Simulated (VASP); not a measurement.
# Se (Pm-3m) in VASP: notebook, part 2 of 2

VASP 6.6.1. The steps go on from the part before.

## (3) Single point, PBEsol

This run uses another cell than the first one, of 24.87 Å³/atom, 1.037 times its volume.

INCAR

```
PREC = Accurate ; ENCUT = 520
EDIFF = 1E-6 ; ISMEAR = -1
SIGMA = 0.05 ; LREAL = F
LASPH = T ; NELM = 100
ALGO = Normal ; ISIF = 2
LWAVE = F ; LCHARG = F
GGA = PS ; NBANDS = 9
```

KPOINTS

```
Automatic mesh
0
Gamma
  8 8 8
```

POSCAR

```
Se
1.0
    2.9187663601      0.0000000000      0.0000000000
    0.0000000000      2.9187663601      0.0000000000
    0.0000000000      0.0000000000      2.9187663601
Se
1
Direct
    0.0000000000      0.0000000000      0.0000000000
```

Potentials or basis: VASP PAW PBE potentials, release 64 (Se).

Run with:

```bash
> cat potpaw_PBE.64/Se/POTCAR > POTCAR
> mpirun -np 1 vasp_std > vasp.out
```

OUTCAR:

```text
PREC = Accurate
   ENCUT = 520
   EDIFF = 1E-6
   ISMEAR = -1
   LREAL = F
   LASPH = T
   NELM = 100
   ISIF = 2
   GGA = PS

 ion  position               nearest neighbor table
   1  0.000  0.000  0.000-

  LATTYP: Found a simple cubic cell.
 ALAT       =     2.9187663601

  Lattice vectors:

 A1 = (   2.9187663601,   0.0000000000,   0.0000000000)
 A2 = (   0.0000000000,   2.9187663601,   0.0000000000)
 A3 = (   0.0000000000,   0.0000000000,   2.9187663601)

Analysis of symmetry for initial positions (statically):
=====================================================================
 Subroutine PRICEL returns:
 Original cell was already a primitive cell.

 Routine SETGRP: Setting up the symmetry group for a
 simple cubic supercell.

 Subroutine GETGRP returns: Found 48 space group operations
 (whereof 48 operations were pure point group operations)
 out of a pool of 48 trial point group operations.

The static configuration has the point symmetry O_h .

Analysis of symmetry for dynamics (positions and initial velocities):
=====================================================================
 Subroutine PRICEL returns:
 Original cell was already a primitive cell.

 Routine SETGRP: Setting up the symmetry group for a
 simple cubic supercell.

 Subroutine GETGRP returns: Found 48 space group operations
 (whereof 48 operations were pure point group operations)
 out of a pool of 48 trial point group operations.

The dynamic configuration has the point symmetry O_h .

 Subroutine INISYM returns: Found 48 space group operations
 (whereof 48 operations are pure point group operations),
 and found     1 'primitive' translations

----------------------------------------------------------------------------------------

                                     Primitive cell

  volume of cell :      24.8655

  direct lattice vectors                    reciprocal lattice vectors
     2.918766360  0.000000000  0.000000000     0.342610499  0.000000000  0.000000000
     0.000000000  2.918766360  0.000000000     0.000000000  0.342610499  0.000000000
     0.000000000  0.000000000  2.918766360     0.000000000  0.000000000  0.342610499

  length of vectors
     2.918766360  2.918766360  2.918766360     0.342610499  0.342610499  0.342610499

  position of ions in fractional coordinates (direct lattice)
     0.000000000  0.000000000  0.000000000

  ion indices of the primitive-cell ions
   primitive index   ion index
                 1           1

----------------------------------------------------------------------------------------

 KPOINTS: Automatic mesh

Automatic generation of k-mesh.
 Grid dimensions read from file:
 generate k-points for:    8    8    8

 Generating k-lattice:

  Cartesian coordinates                     Fractional coordinates (reciprocal lattice)
     0.042826312  0.000000000  0.000000000     0.125000000  0.000000000  0.000000000
     0.000000000  0.042826312  0.000000000     0.000000000  0.125000000  0.000000000
     0.000000000  0.000000000  0.042826312     0.000000000  0.000000000  0.125000000

  Length of vectors
     0.042826312  0.042826312  0.042826312

  Shift w.r.t. Gamma in fractional coordinates (k-lattice)
     0.000000000  0.000000000  0.000000000

 Subroutine IBZKPT returns following result:
 ===========================================

 Found     35 irreducible k-points:

 Following reciprocal coordinates:
            Coordinates               Weight
  0.000000  0.000000  0.000000      1.000000
  0.125000  0.000000  0.000000      6.000000
  0.250000  0.000000  0.000000      6.000000
  0.375000  0.000000  0.000000      6.000000
  0.500000  0.000000  0.000000      3.000000
  0.125000  0.125000  0.000000     12.000000
[... 16 lines left out ...]
  0.375000  0.375000  0.125000     24.000000
  0.500000  0.375000  0.125000     24.000000
 [... further k-points ...]
   k-points           NKPTS =     35   k-points in BZ     NKDIM =     35   number of bands    NBANDS=      9
   number of dos      NEDOS =    301   number of ions     NIONS =      1
   total plane-waves  NPLWV =  13824
   dimension x,y,z NGX =    24 NGY =   24 NGZ =   24
   dimension x,y,z NGXF=    48 NGYF=   48 NGZF=   48
   ions per type =               1
   NGX,Y,Z   is equivalent  to a cutoff of  13.67, 13.67, 13.67 a.u.
   NGXF,Y,Z  is equivalent  to a cutoff of  27.34, 27.34, 27.34 a.u.
 SYSTEM =  unknown system
   PREC   = accura    normal or accurate (medium, high low for compatibility)
   ISTART =      0    job   : 0-new  1-cont  2-samecut
   ICHARG =      2    charge: 1-file 2-atom 10-const
   ISPIN  =      1    spin polarized calculation?
   LNONCOLLINEAR =      F non collinear calculations
   LSORBIT =      F    spin-orbit coupling
   LASPH  =      T    aspherical Exc in radial PAW
   ENCUT  =  520.0 eV  38.22 Ry    6.18 a.u.   5.43  5.43  5.43*2*pi/ulx,y,z
   NELM   =    100;   NELMIN=  2; NELMDL= -5     # of ELM steps
   EDIFF  = 0.1E-05   stopping-criterion for ELM
   LREAL  =      F    real-space projection
   EDIFFG = 0.1E-04   stopping-criterion for IOM
   NSW    =      0    number of steps for IOM
   IBRION =     -1    ionic relax: 0-MD 1-quasi-New 2-CG
   NFREE  =      0    steps in history (QN), initial steepest desc. (CG)
   ISIF   =      2    stress and relaxation
   ISYM   =      2    0-nonsym 1-usesym 2-fastsym
   POTIM  = 0.5000    time-step for ionic-motion
   TEBEG  =    0.0;   TEEND  =   0.0 temperature during run
   PSTRESS=    0.0 pullay stress
   NELECT =       6.0000    total number of electrons
   NUPDOWN=      -1.0000    fix difference up-down
   EMIN   =  10.00;   EMAX   =-10.00  energy-range for DOS
   EFERMI =   0.00;   METHOD = LEGACY
   ISMEAR =    -1;   SIGMA  =   0.05  broadening in eV -4-tet -1-fermi 0-gaus
   EFERMI_NEDOS =   21; number of points for ismear=-14 and -15
   IALGO  =     38    algorithm
   IMIX   =      4    mixing-type and parameters
     AMIX     =   0.40;   BMIX     =  1.00
     AMIX_MAG =   1.60;   BMIX_MAG =  1.00
  volume/ion in A,a.u.               =      24.87       167.80
  Fermi-wavevector in a.u.,A,eV,Ry     =   1.019200  1.926008 14.133295  1.038768
  Thomas-Fermi vector in A             =   2.152700
   LORBIT       =      0    0 simple, 1 ext, 2 COOP (PROOUT), +10 PAW based schemes
   GGA     = PS    functional components
   LHFCALC =     F    Hartree Fock is set to
   AEXX    =    0.0000 exact exchange contribution
   IVDW    =     0    specifies the selected vdW correction
   LEPSILON=     F    determine dielectric tensor
   LRPA    =     F    only Hartree local field effects (RPA)
 non-spin polarized calculation
  energy-cutoff  :      520.00
  volume of cell :       24.87
 maximum number of plane-waves:       691
 NGX is ok and might be reduce to    24
   NGX = 11   NGY = 11   NGZ = 11

 number of electron       6.0000001 magnetization

 Free energy of the ion-electron system (eV)
  ---------------------------------------------------
  ext. energy  EPLUGINS =         0.00000000
  ---------------------------------------------------
  free energy    TOTEN  =        -3.67151378 eV

  energy without entropy =       -3.66717545  energy(sigma->0) =       -3.66934461

 E-fermi :   3.5902     XC(G=0):  -9.6642

 val. band max:        3.3515958270   @ k =   0.1250   0.1250   0.1250
 cond. band min:       3.6149398106   @ k =   0.2500   0.1250   0.0000
 fundamental gap:      0.2633439836
 Fermi energy:         3.5902201441

 k-point     1 :       0.0000    0.0000    0.0000
  band No.  band energies     occupation
      1     -11.7735      2.00000
      2       4.7286      0.00000
      3       4.7286      0.00000
      4       4.7286      0.00000
      5      10.6387      0.00000
      6      11.3700      0.00000
      7      11.3700      0.00000
      8      24.7603      0.00000
      9      24.7603      0.00000

 k-point     2 :       0.1250    0.0000    0.0000
  band No.  band energies     occupation
      1     -11.5807      2.00000
      2       2.9888      1.99999
      3       4.8772      0.00000
      4       4.8772      0.00000
      5      11.0771      0.00000
      6      11.5789      0.00000
      7      13.3479      0.00000
      8      22.1310      0.00000
      9      22.1310      0.00000
[... 253 lines left out ...]
 k-point    24 :       0.5000    0.3750    0.1250
  band No.  band energies     occupation
      1      -8.4710      2.00000
      2      -1.1283      2.00000
      3       0.0245      2.00000
      4       5.4634      0.00000
      5       7.9176      0.00000
      6      15.0219      0.00000
      7      16.0275      0.00000
      8      17.8708      0.00000
      9      21.7319      0.00000

 [... further k-points ...]
[... 5 lines left out ...]
  --------------------------------------------------------------------------------------
  -------------------------------------------------------------------------------------
  Total       -1.2528669     -1.2528669     -1.2528669     -0.0000000     -0.0000000      0.0000000
  in kB      -80.7267607    -80.7267607    -80.7267607     -0.0000000     -0.0000000      0.0000000
  external PRESSURE =     -80.7267607 kB  Pullay stress =       0.0000000 kB

 VOLUME and BASIS-vectors are now :
 -----------------------------------------------------------------------------
  energy-cutoff  :      520.00
  volume of cell :       24.87
      direct lattice vectors                 reciprocal lattice vectors
     2.918766360  0.000000000  0.000000000     0.342610499  0.000000000  0.000000000
     0.000000000  2.918766360  0.000000000     0.000000000  0.342610499  0.000000000
     0.000000000  0.000000000  2.918766360     0.000000000  0.000000000  0.342610499

 POSITION                                       TOTAL-FORCE (eV/Angst)
 -----------------------------------------------------------------------------------
      0.00000      0.00000      0.00000         0.000000      0.000000      0.000000
 -----------------------------------------------------------------------------------
    total drift:                                0.000000      0.000000     -0.000000

  FREE ENERGIE OF THE ION-ELECTRON SYSTEM (eV)
  ---------------------------------------------------
  free  energy   TOTEN  =        -3.6715137755 eV

  energy  without entropy=       -3.6671754487  energy(sigma->0) =       -3.66934461
```

Wall time 11 s (1 thread of Intel Xeon 8259CL, shared host); peak memory 0.11 GiB.

What came out:

| Quantity | Value |
| --- | --- |
| Free energy | -3.6715 eV |
| Pressure | -8.1 GPa |
| Band gap on the k mesh | zero (band 3 reaches 5.93 eV, above the bottom of band 4 at 0.53 eV) |

Caveat: the PAW data sets were made with another functional, which shifts forces and pressure a little.
